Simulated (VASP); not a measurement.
# Zn (Fm-3m) in VASP: a series of runs

Runs on Zn. Level: PBE. Tasks: relaxation of cell and atoms, single point.

Everything below comes from runs of VASP 6.6.1. Logs are shortened: lines on timing, memory, paths and dates and some standing lists are left out, and cuts for length are marked.

## 1. The cell of the first run

The structure is cubic, space group Fm-3m (No. 225). Conventional cell: a = 3.519 Å, b = 3.519 Å, c = 3.519 Å, α = 90.00°, β = 90.00°, γ = 90.00°. Within 3.3 Å of Zn (site symmetry m-3m) lie 12 Zn at 2.49 Å.

## 2. Relaxation of cell and atoms, PBE, target pressure 54 GPa, at which the enthalpy is minimised

The input, INCAR:

```
PREC = Accurate ; ENCUT = 600
EDIFF = 1E-7 ; ISMEAR = -1
SIGMA = 0.05 ; LREAL = F
LASPH = T ; NELM = 80
ALGO = Normal ; ISIF = 3
LWAVE = F ; LCHARG = F
GGA = PE ; IBRION = 2
NSW = 60 ; EDIFFG = -0.005
PSTRESS = 540.0
```

The input, KPOINTS:

```
regular mesh
0
Gamma
  19 19 19
```

The input, POSCAR:

```
Zn
1.0
    0.0000000000      1.7594507733      1.7594507733
    1.7594507733      0.0000000000      1.7594507733
    1.7594507733      1.7594507733      0.0000000000
Zn
1
Direct
    0.0000000000      0.0000000000      0.0000000000
```

Potentials or basis: VASP PAW PBE potentials, release 64 (Zn).

Started as:

```sh
> cat potpaw_PBE.64/Zn/POTCAR > POTCAR
> mpirun -np 1 vasp_std > vasp.out
```

OUTCAR:

```text
PREC = Accurate
   ENCUT = 600
   EDIFF = 1E-7
   ISMEAR = -1
   LREAL = F
   LASPH = T
   NELM = 80
   ISIF = 3
   GGA = PE
   IBRION = 2
   NSW = 60
   EDIFFG = -0.005
   PSTRESS = 540.0

 ion  position               nearest neighbor table
   1  0.000  0.000  0.000-

  LATTYP: Found a face centered cubic cell.
 ALAT       =     3.5189015466

  Lattice vectors:

 A1 = (   0.0000000000,   1.7594507733,   1.7594507733)
 A2 = (   1.7594507733,   0.0000000000,   1.7594507733)
 A3 = (   1.7594507733,   1.7594507733,   0.0000000000)

Analysis of symmetry for initial positions (statically):
=====================================================================
 Subroutine PRICEL returns:
 Original cell was already a primitive cell.

 Routine SETGRP: Setting up the symmetry group for a
 face centered cubic supercell.

 Subroutine GETGRP returns: Found 48 space group operations
 (whereof 48 operations were pure point group operations)
 out of a pool of 48 trial point group operations.

The static configuration has the point symmetry O_h .

Analysis of symmetry for dynamics (positions and initial velocities):
=====================================================================
 Subroutine PRICEL returns:
 Original cell was already a primitive cell.

 Routine SETGRP: Setting up the symmetry group for a
 face centered cubic supercell.

 Subroutine GETGRP returns: Found 48 space group operations
 (whereof 48 operations were pure point group operations)
 out of a pool of 48 trial point group operations.

The dynamic configuration has the point symmetry O_h .

 Subroutine INISYM returns: Found 48 space group operations
 (whereof 48 operations are pure point group operations),
 and found     1 'primitive' translations

----------------------------------------------------------------------------------------

                                     Primitive cell

  volume of cell :      10.8933

  direct lattice vectors                    reciprocal lattice vectors
     0.000000000  1.759450773  1.759450773    -0.284179590  0.284179590  0.284179590
     1.759450773  0.000000000  1.759450773     0.284179590 -0.284179590  0.284179590
     1.759450773  1.759450773  0.000000000     0.284179590  0.284179590 -0.284179590

  length of vectors
     2.488239146  2.488239146  2.488239146     0.492213489  0.492213489  0.492213489

  position of ions in fractional coordinates (direct lattice)
     0.000000000  0.000000000  0.000000000

  ion indices of the primitive-cell ions
   primitive index   ion index
                 1           1

----------------------------------------------------------------------------------------

 KPOINTS: regular mesh

Automatic generation of k-mesh.
 Grid dimensions read from file:
 generate k-points for:   19   19   19

 Generating k-lattice:

  Cartesian coordinates                     Fractional coordinates (reciprocal lattice)
    -0.014956821  0.014956821  0.014956821     0.052631579  0.000000000  0.000000000
     0.014956821 -0.014956821  0.014956821     0.000000000  0.052631579  0.000000000
     0.014956821  0.014956821 -0.014956821     0.000000000  0.000000000  0.052631579

  Length of vectors
     0.025905973  0.025905973  0.025905973

  Shift w.r.t. Gamma in fractional coordinates (k-lattice)
     0.000000000  0.000000000  0.000000000

 Subroutine IBZKPT returns following result:
 ===========================================

 Found    220 irreducible k-points:

 Following reciprocal coordinates:
            Coordinates               Weight
  0.000000  0.000000  0.000000      1.000000
  0.052632  0.000000  0.000000      8.000000
  0.105263  0.000000  0.000000      8.000000
  0.157895  0.000000  0.000000      8.000000
  0.210526  0.000000  0.000000      8.000000
  0.263158  0.000000  0.000000      8.000000
[... 16 lines left out ...]
 -0.315789  0.052632  0.000000     24.000000
 -0.263158  0.052632  0.000000     24.000000
 [... further k-points ...]
   k-points           NKPTS =    220   k-points in BZ     NKDIM =    220   number of bands    NBANDS=     10
   number of dos      NEDOS =    301   number of ions     NIONS =      1
   total plane-waves  NPLWV =   8000
   dimension x,y,z NGX =    20 NGY =   20 NGZ =   20
   dimension x,y,z NGXF=    40 NGYF=   40 NGZF=   40
   ions per type =               1
   NGX,Y,Z   is equivalent  to a cutoff of  13.36, 13.36, 13.36 a.u.
   NGXF,Y,Z  is equivalent  to a cutoff of  26.73, 26.73, 26.73 a.u.
 SYSTEM =  unknown system
   PREC   = accura    normal or accurate (medium, high low for compatibility)
   ISTART =      0    job   : 0-new  1-cont  2-samecut
   ICHARG =      2    charge: 1-file 2-atom 10-const
   ISPIN  =      1    spin polarized calculation?
   LNONCOLLINEAR =      F non collinear calculations
   LSORBIT =      F    spin-orbit coupling
   LASPH  =      T    aspherical Exc in radial PAW
   ENCUT  =  600.0 eV  44.10 Ry    6.64 a.u.   4.97  4.97  4.97*2*pi/ulx,y,z
   NELM   =     80;   NELMIN=  2; NELMDL= -5     # of ELM steps
   EDIFF  = 0.1E-06   stopping-criterion for ELM
   LREAL  =      F    real-space projection
   EDIFFG = -.5E-02   stopping-criterion for IOM
   NSW    =     60    number of steps for IOM
   IBRION =      2    ionic relax: 0-MD 1-quasi-New 2-CG
   NFREE  =      1    steps in history (QN), initial steepest desc. (CG)
   ISIF   =      3    stress and relaxation
   ISYM   =      2    0-nonsym 1-usesym 2-fastsym
   POTIM  = 0.5000    time-step for ionic-motion
   TEBEG  =    0.0;   TEEND  =   0.0 temperature during run
   PSTRESS=  540.0 pullay stress
   NELECT =      12.0000    total number of electrons
   NUPDOWN=      -1.0000    fix difference up-down
   EMIN   =  10.00;   EMAX   =-10.00  energy-range for DOS
   EFERMI =   0.00;   METHOD = LEGACY
   ISMEAR =    -1;   SIGMA  =   0.05  broadening in eV -4-tet -1-fermi 0-gaus
   EFERMI_NEDOS =   21; number of points for ismear=-14 and -15
   IALGO  =     38    algorithm
   IMIX   =      4    mixing-type and parameters
     AMIX     =   0.40;   BMIX     =  1.00
     AMIX_MAG =   1.60;   BMIX_MAG =  1.00
  volume/ion in A,a.u.               =      10.89        73.51
  Fermi-wavevector in a.u.,A,eV,Ry     =   1.690758  3.195069 38.894468  2.858663
  Thomas-Fermi vector in A             =   2.772647
   LORBIT       =      0    0 simple, 1 ext, 2 COOP (PROOUT), +10 PAW based schemes
   GGA     = PE    functional components
   LHFCALC =     F    Hartree Fock is set to
   AEXX    =    0.0000 exact exchange contribution
   IVDW    =     0    specifies the selected vdW correction
   LEPSILON=     F    determine dielectric tensor
   LRPA    =     F    only Hartree local field effects (RPA)
 conjugate gradient relaxation of ions
 non-spin polarized calculation
  energy-cutoff  :      600.00
  volume of cell :       10.89
 maximum number of plane-waves:       375
   NGX =  9   NGY =  9   NGZ =  9

--------------------------------------- Ionic step        1  -------------------------------------------

 number of electron      11.9999986 magnetization

 Free energy of the ion-electron system (eV)
  ---------------------------------------------------
  ext. energy  EPLUGINS =         0.00000000
  ---------------------------------------------------
  free energy    TOTEN  =        -0.55662000 eV

  energy without entropy =       -0.55459910  energy(sigma->0) =       -0.55560955

------------------------ aborting loop because EDIFF is reached ----------------------------------------

  FORCE on cell =-STRESS in cart. coord.  units (eV):
  Direction    XX          YY          ZZ          XY          YZ          ZX
  --------------------------------------------------------------------------------------
  -------------------------------------------------------------------------------------
  Total        3.7250423      3.7250423      3.7250423      0.0000000      0.0000000      0.0000000
  in kB      547.8736714    547.8736714    547.8736714      0.0000000      0.0000000      0.0000000
  external PRESSURE =       7.8736714 kB  Pullay stress =     540.0000000 kB

 VOLUME and BASIS-vectors are now :
 -----------------------------------------------------------------------------
  energy-cutoff  :      600.00
  volume of cell :       10.89
      direct lattice vectors                 reciprocal lattice vectors
     0.000000000  1.759450773  1.759450773    -0.284179590  0.284179590  0.284179590
     1.759450773  0.000000000  1.759450773     0.284179590 -0.284179590  0.284179590
     1.759450773  1.759450773  0.000000000     0.284179590  0.284179590 -0.284179590
[... 44 lines left out ...]
  FREE ENERGIE OF THE ION-ELECTRON SYSTEM (eV)
  ---------------------------------------------------
  free  energy   TOTEN  =        -0.5849260764 eV

  energy  without entropy=       -0.5829134562  energy(sigma->0) =       -0.58391977

  enthalpy is  TOTEN    =         3.1151021738 eV   P V=        3.7000282503

--------------------------------------- Ionic step        3  -------------------------------------------

 number of electron      11.9999986 magnetization

 Free energy of the ion-electron system (eV)
  ---------------------------------------------------
  ext. energy  EPLUGINS =         0.00000000
  ---------------------------------------------------
  free energy    TOTEN  =        -0.56586561 eV

  energy without entropy =       -0.56384901  energy(sigma->0) =       -0.56485731

 E-fermi :   6.0545     XC(G=0): -13.4145

 val. band max:        5.9537688338   @ k =  -0.4211   0.2105   0.0000
 cond. band min:       6.0885699388   @ k =  -0.4211   0.2105   0.1053
 fundamental gap:      0.1348011050
 Fermi energy:         6.0544945066

 k-point     1 :       0.0000    0.0000    0.0000
  band No.  band energies     occupation
      1      -7.4940      2.00000
      2      -2.9103      2.00000
      3      -2.9103      2.00000
      4      -2.9103      2.00000
      5      -2.2158      2.00000
      6      -2.2158      2.00000
      7      27.3132      0.00000
      8      29.0929      0.00000
      9      29.0930      0.00000
     10      29.0930      0.00000

 k-point     2 :       0.0526    0.0000    0.0000
  band No.  band energies     occupation
      1      -7.3884      2.00000
      2      -2.9256      2.00000
      3      -2.8933      2.00000
      4      -2.8933      2.00000
      5      -2.2217      2.00000
      6      -2.2217      2.00000
      7      26.2013      0.00000
      8      28.0026      0.00000
      9      28.6543      0.00000
     10      28.6543      0.00000
[... 274 lines left out ...]
 k-point    24 :      -0.2632    0.0526    0.0000
  band No.  band energies     occupation
      1      -4.9247      2.00000
      2      -2.8638      2.00000
      3      -2.7650      2.00000
      4      -2.7489      2.00000
      5      -2.1525      2.00000
      6      -1.8912      2.00000
      7      13.5462      0.00000
      8      23.2395      0.00000
      9      27.4178      0.00000
     10      27.6717      0.00000

 [... further k-points ...]

------------------------ aborting loop because EDIFF is reached ----------------------------------------

  FORCE on cell =-STRESS in cart. coord.  units (eV):
  Direction    XX          YY          ZZ          XY          YZ          ZX
  --------------------------------------------------------------------------------------
  -------------------------------------------------------------------------------------
  Total        3.6826198      3.6826198      3.6826198     -0.0000000      0.0000000     -0.0000000
  in kB      540.2833298    540.2833298    540.2833298     -0.0000000      0.0000000     -0.0000000
  external PRESSURE =       0.2833298 kB  Pullay stress =     540.0000000 kB

 VOLUME and BASIS-vectors are now :
 -----------------------------------------------------------------------------
  energy-cutoff  :      600.00
  volume of cell :       10.92
      direct lattice vectors                 reciprocal lattice vectors
     0.000000000  1.760915972  1.760915972    -0.283943134  0.283943134  0.283943134
     1.760915972 -0.000000000  1.760915972     0.283943134 -0.283943134  0.283943134
     1.760915972  1.760915972  0.000000000     0.283943134  0.283943134 -0.283943134

 POSITION                                       TOTAL-FORCE (eV/Angst)
 -----------------------------------------------------------------------------------
      0.00000      0.00000      0.00000         0.000000     -0.000000      0.000000
 -----------------------------------------------------------------------------------
    total drift:                               -0.000000     -0.000000     -0.000000

  FREE ENERGIE OF THE ION-ELECTRON SYSTEM (eV)
  ---------------------------------------------------
  free  energy   TOTEN  =        -0.5658656060 eV

  energy  without entropy=       -0.5638490061  energy(sigma->0) =       -0.56485731

  enthalpy is  TOTEN    =         3.1148229540 eV   P V=        3.6806885600

 reached required accuracy - stopping structural energy minimisation
```

Wall time 44 s (1 thread of AMD EPYC 7R43 (Zen 3), shared host); peak memory 0.12 GiB.

What came out:

| Item | Value |
| --- | --- |
| Free energy | -0.5659 eV |
| Relaxed volume | 10.92 Å³/atom |
| Relaxed cell | a = 2.490 Å, b = 2.490 Å, c = 2.490 Å, α = 60.00°, β = 60.00°, γ = 60.00° |
| Space group after relaxing (to 0.05 Å) | Fm-3m (No. 225) |
| Energy change on relaxing (the enthalpy is what falls) | -9.2 meV/atom |
| Ionic steps | 3 |
| Pressure after relaxing | 54.0 GPa |
| Band gap on the k mesh | zero (band 6 reaches 8.07 eV, above the bottom of band 7 at 5.26 eV) |

Step by step:
```
step  energy change (eV)  largest force (eV/Å)  pressure (GPa)  volume (Å³)
   1              0.0000                0.0000           54.79        10.89
   2             -0.0283                0.0000           52.47        10.98
   3             -0.0092                0.0000           54.03        10.92
```

Final structure:
```cif
data_structure
_symmetry_space_group_name_H-M 'P 1'
_symmetry_Int_Tables_number 1
_cell_length_a 2.4903
_cell_length_b 2.4903
_cell_length_c 2.4903
_cell_angle_alpha 60.000
_cell_angle_beta 60.000
_cell_angle_gamma 60.000
_cell_volume 10.92
loop_
_atom_site_label
_atom_site_type_symbol
_atom_site_fract_x
_atom_site_fract_y
_atom_site_fract_z
_atom_site_occupancy
Zn1 Zn 0.00000 0.00000 0.00000 1
```

Caveat: the cell is relaxed towards a set pressure, so the enthalpy falls and the energy may rise.

## 3. Relaxation of cell and atoms, PBE, target pressure 54 GPa, at which the enthalpy is minimised

The input, INCAR:

```
SYSTEM = Zn
ALGO     = Normal         ! electronic algorithm
EDIFF    = 1E-7           ! SCF threshold, eV
EDIFFG   = -0.005         ! ionic threshold
ENCUT    = 600            ! plane-wave cutoff, eV
GGA      = PE             ! functional
IBRION   = 2              ! ionic algorithm
ISIF     = 3              ! what is computed and relaxed
ISMEAR   = -1             ! smearing method
LASPH    = .True.         ! aspherical terms in the spheres
LCHARG   = .False.        ! write CHGCAR
LREAL    = .False.        ! projectors in reciprocal space
LWAVE    = .False.        ! write WAVECAR
NELM     = 60             ! most SCF steps
NSW      = 32             ! ionic steps
PREC     = Accurate       ! precision mode
PSTRESS  = 540.0        
SIGMA    = 0.05           ! smearing width, eV
```

The input, KPOINTS:

```
k-points
0
Gamma
  19 19 19
  0 0 0
```

The input, POSCAR:

```
Zn
1.0
    0.0000000000      1.7591294119      1.7591294119
    1.7591294119      0.0000000000      1.7591294119
    1.7591294119      1.7591294119      0.0000000000
Zn
1
Direct
    0.0000000000      0.0000000000      0.0000000000
```

Potentials or basis: VASP PAW PBE potentials, release 64 (Zn).

Started as:

```sh
> cat potpaw_PBE.64/Zn/POTCAR > POTCAR
> mpirun -np 1 vasp_std > vasp.out
```

It took 43 s on 1 thread of AMD EPYC 7R43 (Zen 3), shared host; peak memory 0.12 GiB.

The run converged. Its results:

```
Free energy                                            : -0.5659 eV
Relaxed volume                                         : 10.92 Å³/atom
Relaxed cell                                           : a = 2.490 Å, b = 2.490 Å, c = 2.490 Å, α = 60.00°, β = 60.00°, γ = 60.00°
Space group after relaxing (to 0.05 Å)                 : Fm-3m (No. 225)
Energy change on relaxing (the enthalpy is what falls) : -11.3 meV/atom
Ionic steps                                            : 3
Pressure after relaxing                                : 54.0 GPa
Band gap on the k mesh                                 : zero (band 6 reaches 8.07 eV, above the bottom of band 7 at 5.26 eV)
```

Step by step:
```tsv
step	energy change (eV)	largest force (eV/Å)	pressure (GPa)	volume (Å³)
1	0.0000	0.0000	54.96	10.89
2	-0.0343	0.0000	52.15	10.99
3	-0.0113	0.0000	54.03	10.92
```

Final structure:
```
Zn
1.0
     0.00000    1.76092    1.76092
     1.76092    0.00000    1.76092
     1.76092    1.76092    0.00000
Zn
1
Direct
  0.00000 0.00000 0.00000
```

Levels at points of the mesh, in eV from the Fermi level:
| k point | band 3 | band 4 | band 5 | band 6 | band 7 | band 8 | band 9 | band 10 |
| --- | --- | --- | --- | --- | --- | --- | --- | --- |
| (0.00, 0.00, 0.00) | -8.96 | -8.96 | -8.27 | -8.27 | 21.26 | 23.04 | 23.04 | 23.04 |

Caveat: the cell is relaxed towards a set pressure, so the enthalpy falls and the energy may rise.

## 4. Relaxation of cell and atoms, PBE

This run uses another cell than the first one, of 15.15 Å³/atom, 1.391 times its volume.

The input, INCAR:

```
ALGO = Normal ; EDIFF = 1E-6
EDIFFG = -0.005 ; ENCUT = 600
GGA = PE ; IBRION = 2
ISIF = 3 ; ISMEAR = -1
LASPH = T ; LCHARG = F
LREAL = F ; LWAVE = F
NELM = 80 ; NSW = 60
PREC = Accurate ; SIGMA = 0.05
```

The input, KPOINTS:

```
k-points
0
Gamma
  17 17 17
```

The input, POSCAR:

```
Zn
1.0
    0.0000000000      1.9641097993      1.9641097993
    1.9641097993      0.0000000000      1.9641097993
    1.9641097993      1.9641097993      0.0000000000
Zn
1
Direct
    0.0000000000      0.0000000000      0.0000000000
```

Started as:

```sh
> cat potpaw_PBE.64/Zn/POTCAR > POTCAR
> mpirun -np 1 vasp_std > vasp.out
```

Wall time 31 s (1 thread of AMD EPYC 7R43 (Zen 3), shared host); peak memory 0.13 GiB.

The run converged. Its results:

```yaml
Free_energy: -1.0878 eV
Relaxed_volume: 15.24 Å³/atom
Relaxed_cell: a = 2.783 Å, b = 2.783 Å, c = 2.783 Å, α = 60.00°, β = 60.00°, γ = 60.00°
Space_group_after_relaxing_to_0.05_Å: Fm-3m (No. 225)
Energy_gained_by_relaxing: 0.1 meV/atom
Ionic_steps: 2
Pressure_after_relaxing: 0.0 GPa
Band_gap_on_the_k_mesh: zero (band 6 reaches 4.39 eV, above the bottom of band 7 at 1.78 eV)
```

Final structure:
```
Zn
1.0
     0.00000    1.96793    1.96793
     1.96793    0.00000    1.96793
     1.96793    1.96793    0.00000
Zn
1
Cartesian
  0.0000 0.0000 0.0000
```

Levels at points of the mesh, in eV from the Fermi level:
| k point | band 4 | band 5 | band 6 | band 7 | band 8 | band 9 |
| --- | --- | --- | --- | --- | --- | --- |
| (0.00, 0.00, 0.00) | -7.59 | -7.22 | -7.22 | 18.22 | 18.22 | 18.22 |

(Continued in part 2 of 2.)
